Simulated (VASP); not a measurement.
CaO3:

```
CELL_PARAMETERS angstrom
3.67670 0.00000 0.00000
0.00000 3.67670 0.00000
0.00000 0.00000 3.67670
ATOMIC_POSITIONS crystal
Ca 0.00000 0.00000 0.00000
O 0.00000 0.50000 0.50000
O 0.50000 0.00000 0.50000
O 0.50000 0.50000 0.00000
```

* Program: VASP 6.6.1
* Task: relaxation of cell and atoms
* Functional: PBE
* Potentials or basis: VASP PAW PBE potentials, release 64 (Ca_sv, O)
* Cutoff: 600 eV
* k mesh: 6 × 6 × 6
* Occupations: gaussian, width 0.1 eV
* Spin: collinear spin, ferromagnetic start
* Starting moments: [0.0, 1.46, 1.46, 1.46] μB

At the start: pressure -4.8 GPa; volume 12.43 Å³/atom.

Q: Where does the relaxation end?

A: Over 3 steps the energy falls by 12.4 meV/atom and the volume is 11.65 Å³/atom (-6.3 %); space group Pm-3m (No. 221, to 0.1 Å) before and after; moment 4.00 μB per cell.

Step by step:
| step | energy change (eV) | largest force (eV/Å) | pressure (GPa) | volume (Å³) |
| --- | --- | --- | --- | --- |
| 1 | 0.0000 | 0.0000 | -4.83 | 49.70 |
| 2 | -0.0485 | 0.0000 | -0.86 | 47.06 |
| 3 | -0.0498 | 0.0000 | -0.01 | 46.59 |

Final structure:
```
CELL_PARAMETERS angstrom
3.59836 0.00000 0.00000
0.00000 3.59836 0.00000
0.00000 0.00000 3.59836
ATOMIC_POSITIONS crystal
Ca 0.00000 0.00000 0.00000
O 0.00000 0.50000 0.50000
O 0.50000 0.00000 0.50000
O 0.50000 0.50000 0.00000
```
